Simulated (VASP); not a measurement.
# Mg (Fm-3m) in VASP: further runs

The runs below take Mg through single point, with r2SCAN.

All numbers are computed with VASP 6.6.1; they aren't measurements. Logs are shortened: lines on timing, memory, paths and dates and some standing lists are left out, and cuts for length are marked.

### Step 1. The cell of the first run

The structure is cubic, space group Fm-3m (No. 225). Conventional cell: a = 4.397 Å, b = 4.397 Å, c = 4.397 Å, α = 90.00°, β = 90.00°, γ = 90.00°. Within 4.1 Å of Mg (site symmetry m-3m) lie 12 Mg at 3.11 Å.

### Step 2. Single point, r2SCAN

Input file POSCAR:

```
Mg
1.0
    0.0000000000      2.1984459203      2.1984459203
    2.1984459203      0.0000000000      2.1984459203
    2.1984459203      2.1984459203      0.0000000000
Mg
1
Direct
    0.0000000000      0.0000000000      0.0000000000
```

Input file INCAR.step1:

```
SYSTEM = Mg
ALGO = Normal
EDIFF = 1E-4
ENCUT = 520
GGA = PE
ISMEAR = -1
LASPH = .True.
LCHARG = .False.
LREAL = .False.
LWAVE = .True.
NBANDS = 7
NELM = 60
PREC = Accurate
SIGMA = 0.1
```

Input file INCAR.step2:

```
SYSTEM = Mg
ALGO = Normal
EDIFF = 1E-6
ENCUT = 520
ISIF = 2
ISMEAR = -1
ISTART = 1
LASPH = .True.
LCHARG = .False.
LMIXTAU = .True.
LREAL = .False.
LWAVE = .False.
METAGGA = R2SCAN
NBANDS = 7
NELM = 60
PREC = Accurate
SIGMA = 0.1
```

Input file KPOINTS:

```
k-points
0
Gamma
  11 11 11
  0 0 0
```

Potentials or basis: VASP PAW PBE potentials, release 64 (Mg).

Launch:

```bash
$ cat potpaw_PBE.64/Mg/POTCAR > POTCAR
$ cp INCAR.step1 INCAR
$ mpirun -np 1 vasp_std > vasp.out
$ cp INCAR.step2 INCAR
$ mpirun -np 1 vasp_std > vasp.out
```

OUTCAR:

```text
SYSTEM = Mg
   EDIFF = 1E-6
   ENCUT = 520
   ISIF = 2
   ISMEAR = -1
   ISTART = 1
   LASPH = .True.
   LREAL = .False.
   METAGGA = R2SCAN
   NELM = 60
   PREC = Accurate

 ion  position               nearest neighbor table
   1  0.000  0.000  0.000-

  LATTYP: Found a face centered cubic cell.
 ALAT       =     4.3968918406

  Lattice vectors:

 A1 = (   0.0000000000,   2.1984459203,   2.1984459203)
 A2 = (   2.1984459203,   0.0000000000,   2.1984459203)
 A3 = (   2.1984459203,   2.1984459203,   0.0000000000)

Analysis of symmetry for initial positions (statically):
=====================================================================
 Subroutine PRICEL returns:
 Original cell was already a primitive cell.

 Routine SETGRP: Setting up the symmetry group for a
 face centered cubic supercell.

 Subroutine GETGRP returns: Found 48 space group operations
 (whereof 48 operations were pure point group operations)
 out of a pool of 48 trial point group operations.

The static configuration has the point symmetry O_h .

Analysis of symmetry for dynamics (positions and initial velocities):
=====================================================================
 Subroutine PRICEL returns:
 Original cell was already a primitive cell.

 Routine SETGRP: Setting up the symmetry group for a
 face centered cubic supercell.

 Subroutine GETGRP returns: Found 48 space group operations
 (whereof 48 operations were pure point group operations)
 out of a pool of 48 trial point group operations.

The dynamic configuration has the point symmetry O_h .

 Subroutine INISYM returns: Found 48 space group operations
 (whereof 48 operations are pure point group operations),
 and found     1 'primitive' translations

----------------------------------------------------------------------------------------

                                     Primitive cell

  volume of cell :      21.2509

  direct lattice vectors                    reciprocal lattice vectors
     0.000000000  2.198445920  2.198445920    -0.227433386  0.227433386  0.227433386
     2.198445920  0.000000000  2.198445920     0.227433386 -0.227433386  0.227433386
     2.198445920  2.198445920  0.000000000     0.227433386  0.227433386 -0.227433386

  length of vectors
     3.109072037  3.109072037  3.109072037     0.393926180  0.393926180  0.393926180

  position of ions in fractional coordinates (direct lattice)
     0.000000000  0.000000000  0.000000000

  ion indices of the primitive-cell ions
   primitive index   ion index
                 1           1

----------------------------------------------------------------------------------------

 KPOINTS: k-points

Automatic generation of k-mesh.
 Grid dimensions read from file:
 generate k-points for:   11   11   11

 Generating k-lattice:

  Cartesian coordinates                     Fractional coordinates (reciprocal lattice)
    -0.020675762  0.020675762  0.020675762     0.090909091  0.000000000  0.000000000
     0.020675762 -0.020675762  0.020675762     0.000000000  0.090909091  0.000000000
     0.020675762  0.020675762 -0.020675762     0.000000000  0.000000000  0.090909091

  Length of vectors
     0.035811471  0.035811471  0.035811471

  Shift w.r.t. Gamma in fractional coordinates (k-lattice)
     0.000000000  0.000000000  0.000000000

 Subroutine IBZKPT returns following result:
 ===========================================

 Found     56 irreducible k-points:

 Following reciprocal coordinates:
            Coordinates               Weight
  0.000000  0.000000  0.000000      1.000000
  0.090909  0.000000  0.000000      8.000000
  0.181818  0.000000  0.000000      8.000000
  0.272727  0.000000  0.000000      8.000000
  0.363636  0.000000  0.000000      8.000000
  0.454545  0.000000  0.000000      8.000000
[... 16 lines left out ...]
 -0.272727  0.181818  0.000000     24.000000
 -0.181818  0.181818  0.000000     12.000000
 [... further k-points ...]
   k-points           NKPTS =     56   k-points in BZ     NKDIM =     56   number of bands    NBANDS=      7
   number of dos      NEDOS =    301   number of ions     NIONS =      1
   total plane-waves  NPLWV =  13824
   dimension x,y,z NGX =    24 NGY =   24 NGZ =   24
   dimension x,y,z NGXF=    48 NGYF=   48 NGZF=   48
   ions per type =               1
   NGX,Y,Z   is equivalent  to a cutoff of  12.83, 12.83, 12.83 a.u.
   NGXF,Y,Z  is equivalent  to a cutoff of  25.67, 25.67, 25.67 a.u.
 SYSTEM =  Mg
   PREC   = accura    normal or accurate (medium, high low for compatibility)
   ISTART =      1    job   : 0-new  1-cont  2-samecut
   ICHARG =      0    charge: 1-file 2-atom 10-const
   ISPIN  =      1    spin polarized calculation?
   LNONCOLLINEAR =      F non collinear calculations
   LSORBIT =      F    spin-orbit coupling
   LASPH  =      T    aspherical Exc in radial PAW
   ENCUT  =  520.0 eV  38.22 Ry    6.18 a.u.   5.78  5.78  5.78*2*pi/ulx,y,z
   NELM   =     60;   NELMIN=  2; NELMDL=  0     # of ELM steps
   EDIFF  = 0.1E-05   stopping-criterion for ELM
   LREAL  =      F    real-space projection
   EDIFFG = 0.1E-04   stopping-criterion for IOM
   NSW    =      0    number of steps for IOM
   IBRION =     -1    ionic relax: 0-MD 1-quasi-New 2-CG
   NFREE  =      0    steps in history (QN), initial steepest desc. (CG)
   ISIF   =      2    stress and relaxation
   ISYM   =      2    0-nonsym 1-usesym 2-fastsym
   POTIM  = 0.5000    time-step for ionic-motion
   TEBEG  =    0.0;   TEEND  =   0.0 temperature during run
   PSTRESS=    0.0 pullay stress
   NELECT =       2.0000    total number of electrons
   NUPDOWN=      -1.0000    fix difference up-down
   EMIN   =  10.00;   EMAX   =-10.00  energy-range for DOS
   EFERMI =   0.00;   METHOD = LEGACY
   ISMEAR =    -1;   SIGMA  =   0.10  broadening in eV -4-tet -1-fermi 0-gaus
   EFERMI_NEDOS =   21; number of points for ismear=-14 and -15
   IALGO  =     38    algorithm
   IMIX   =      4    mixing-type and parameters
     AMIX     =   0.40;   BMIX     =  1.00
     AMIX_MAG =   1.60;   BMIX_MAG =  1.00
  volume/ion in A,a.u.               =      21.25       143.41
  Fermi-wavevector in a.u.,A,eV,Ry     =   0.744662  1.407207  7.544718  0.554521
  Thomas-Fermi vector in A             =   1.840066
   LORBIT       =      0    0 simple, 1 ext, 2 COOP (PROOUT), +10 PAW based schemes
   METAGGA = R2SCAN    functional components
   LHFCALC =     F    Hartree Fock is set to
   AEXX    =    0.0000 exact exchange contribution
   IVDW    =     0    specifies the selected vdW correction
   LEPSILON=     F    determine dielectric tensor
   LRPA    =     F    only Hartree local field effects (RPA)
 non-spin polarized calculation
  energy-cutoff  :      520.00
  volume of cell :       21.25
 maximum number of plane-waves:       584
   NGX = 11   NGY = 11   NGZ = 11

 number of electron       2.0000000 magnetization

 Free energy of the ion-electron system (eV)
  ---------------------------------------------------
  ext. energy  EPLUGINS =         0.00000000
  ---------------------------------------------------
  free energy    TOTEN  =        -4.12507828 eV

  energy without entropy =       -4.10722023  energy(sigma->0) =       -4.11614925

 E-fermi :   3.0291     XC(G=0):  -9.2961

 val. band max:        3.0195797897   @ k =  -0.3636   0.3636   0.0909
 cond. band min:       3.0900865573   @ k =  -0.4545   0.1818   0.0909
 fundamental gap:      0.0705067676
 Fermi energy:         3.0291101668

 k-point     1 :       0.0000    0.0000    0.0000
  band No.  band energies     occupation
      1      -4.6808      2.00000
      2      16.7403      0.00000
      3      16.7403      0.00000
      4      16.7403      0.00000
      5      19.2274      0.00000
      6      19.4291      0.00000
      7      19.4291      0.00000

 k-point     2 :       0.0909    0.0000    0.0000
  band No.  band energies     occupation
      1      -4.4751      2.00000
      2      14.2266      0.00000
      3      16.4015      0.00000
      4      16.4016      0.00000
      5      19.0612      0.00000
      6      20.1018      0.00000
      7      20.1018      0.00000

 k-point     3 :       0.1818    0.0000    0.0000
  band No.  band energies     occupation
      1      -3.8608      2.00000
      2      10.9313      0.00000
      3      15.8731      0.00000
      4      15.8731      0.00000
      5      18.5205      0.00000
      6      20.5298      0.00000
      7      20.5298      0.00000

 k-point     4 :       0.2727    0.0000    0.0000
  band No.  band energies     occupation
      1      -2.8461      2.00000
      2       7.8331      0.00000
      3      15.5211      0.00000
      4      15.5211      0.00000
      5      18.0994      0.00000
      6      18.9808      0.00000
      7      18.9808      0.00000

 k-point     5 :       0.3636    0.0000    0.0000
  band No.  band energies     occupation
      1      -1.4465      2.00000
      2       5.0300      0.00000
      3      15.4115      0.00000
      4      15.4115      0.00000
      5      17.7742      0.00000
      6      17.7742      0.00000
      7      17.9272      0.00000

 k-point     6 :       0.4545    0.0000    0.0000
  band No.  band energies     occupation
      1       0.2905      2.00000
      2       2.5891      1.97575
      3      15.4764      0.00000
      4      15.4765      0.00000
      5      17.0438      0.00000
      6      17.0438      0.00000
      7      17.9399      0.00000

 k-point     7 :       0.0909    0.0909    0.0000
  band No.  band energies     occupation
      1      -4.4067      2.00000
      2      14.9992      0.00000
      3      15.4005      0.00000
      4      15.4005      0.00000
      5      18.4408      0.00000
      6      20.7340      0.00000
      7      21.2357      0.00000
[... 121 lines left out ...]
 k-point    20 :       0.4545    0.1818    0.0000
  band No.  band energies     occupation
      1      -0.2019      2.00000
      2       4.8156      0.00000
      3      11.0675      0.00000
      4      12.8589      0.00000
      5      14.4353      0.00000
      6      21.3203      0.00000
      7      21.7814      0.00000

 k-point    21 :      -0.4545    0.1818    0.0000
  band No.  band energies     occupation
      1       1.5297      2.00000
      2       2.6240      1.96579
      3      10.2475      0.00000
      4      13.2598      0.00000
      5      14.8623      0.00000
      6      20.4516      0.00000
      7      22.6046      0.00000

 k-point    22 :      -0.3636    0.1818    0.0000
  band No.  band energies     occupation
      1       0.3749      2.00000
      2       3.9970      0.00013
      3       9.7730      0.00000
      4      14.0065      0.00000
      5      15.6663      0.00000
      6      19.8720      0.00000
      7      22.0703      0.00000

 k-point    23 :      -0.2727    0.1818    0.0000
  band No.  band energies     occupation
      1      -1.2474      2.00000
      2       6.4702      0.00000
      3       9.7175      0.00000
      4      15.1035      0.00000
      5      16.8184      0.00000
      6      19.4990      0.00000
      7      21.7073      0.00000

 k-point    24 :      -0.1818    0.1818    0.0000
  band No.  band energies     occupation
      1      -2.5104      2.00000
      2       8.8002      0.00000
      3      10.5005      0.00000
      4      16.5456      0.00000
      5      18.2535      0.00000
      6      18.8752      0.00000
      7      21.0719      0.00000

 [... further k-points ...]

------------------------ aborting loop because EDIFF is reached ----------------------------------------

  FORCE on cell =-STRESS in cart. coord.  units (eV):
  Direction    XX          YY          ZZ          XY          YZ          ZX
  --------------------------------------------------------------------------------------
  -------------------------------------------------------------------------------------
  Total        0.3644832      0.3644832      0.3644832      0.0000000     -0.0000000     -0.0000000
  in kB       27.4796181     27.4796181     27.4796181      0.0000000     -0.0000000     -0.0000000
  external PRESSURE =      27.4796181 kB  Pullay stress =       0.0000000 kB

 VOLUME and BASIS-vectors are now :
 -----------------------------------------------------------------------------
  energy-cutoff  :      520.00
  volume of cell :       21.25
      direct lattice vectors                 reciprocal lattice vectors
     0.000000000  2.198445920  2.198445920    -0.227433386  0.227433386  0.227433386
     2.198445920  0.000000000  2.198445920     0.227433386 -0.227433386  0.227433386
     2.198445920  2.198445920  0.000000000     0.227433386  0.227433386 -0.227433386

 POSITION                                       TOTAL-FORCE (eV/Angst)
 -----------------------------------------------------------------------------------
      0.00000      0.00000      0.00000         0.000000      0.000000      0.000000
 -----------------------------------------------------------------------------------
    total drift:                                0.000000     -0.000000     -0.000000

  FREE ENERGIE OF THE ION-ELECTRON SYSTEM (eV)
  ---------------------------------------------------
  free  energy   TOTEN  =        -4.1250782833 eV

  energy  without entropy=       -4.1072202259  energy(sigma->0) =       -4.11614925
```

Run time: 47 s. Hardware: 1 thread of AMD EPYC 7R13, shared host; peak memory 0.11 GiB.

What came out:

```
Free energy            : -4.1251 eV
Pressure               : 2.7 GPa
Band gap on the k mesh : zero (band 1 reaches 4.00 eV, above the bottom of band 2 at 2.12 eV)
```

Levels at points of the mesh, in eV from the Fermi level:
```
           k point  band 1  band 2  band 3  band 4
(0.00, 0.00, 0.00)   -7.71   13.71   13.71   13.71
```

Caveat: the PAW data sets were made with another functional, which shifts forces and pressure a little.

### Step 3. Single point, r2SCAN

This run uses another cell than the first one, of 21.70 Å³/atom, 1.021 times its volume.

Input file POSCAR:

```
Mg
1.0
    0.0000000000      2.2139284440      2.2139284440
    2.2139284440      0.0000000000      2.2139284440
    2.2139284440      2.2139284440      0.0000000000
Mg
1
Direct
    0.0000000000      0.0000000000      0.0000000000
```

Input file INCAR.step1:

```
PREC = Accurate
ENCUT = 520
ISMEAR = -1
SIGMA = 0.1
LREAL = False
LASPH = True
NELM = 80
NBANDS = 7
GGA = PE
ALGO = Normal
EDIFF = 1E-4
LWAVE = True
LCHARG = False
```

Input file INCAR.step2:

```
PREC = Accurate
ENCUT = 520
EDIFF = 1E-6
ISMEAR = -1
SIGMA = 0.1
LREAL = False
LASPH = True
NELM = 80
ALGO = Normal
ISIF = 2
LWAVE = False
LCHARG = False
METAGGA = R2SCAN
LMIXTAU = True
NBANDS = 7
ISTART = 1
```

Input file KPOINTS:

```
Automatic mesh
0
Gamma
  11 11 11
```

Potentials or basis: VASP PAW PBE potentials, release 64 (Mg).

Launch:

```bash
$ cat potpaw_PBE.64/Mg/POTCAR > POTCAR
$ cp INCAR.step1 INCAR
$ mpirun -np 1 vasp_std > vasp.out
$ cp INCAR.step2 INCAR
$ mpirun -np 1 vasp_std > vasp.out
```

Wall time 58 s (1 thread of AMD EPYC 7R13, shared host); peak memory 0.11 GiB.

The run converged. Its results:

| Item | Value |
| --- | --- |
| Free energy | -4.1314 eV |
| Pressure | 1.8 GPa |
| Band gap on the k mesh | zero (band 1 reaches 3.88 eV, above the bottom of band 2 at 2.00 eV) |

Levels at points of the mesh, in eV from the Fermi level:
| k point | band 1 | band 2 | band 3 | band 4 | band 5 |
| --- | --- | --- | --- | --- | --- |
| (0.00, 0.00, 0.00) | -7.61 | 13.57 | 13.57 | 13.57 | 16.04 |

Caveat: the PAW data sets were made with another functional, which shifts forces and pressure a little.
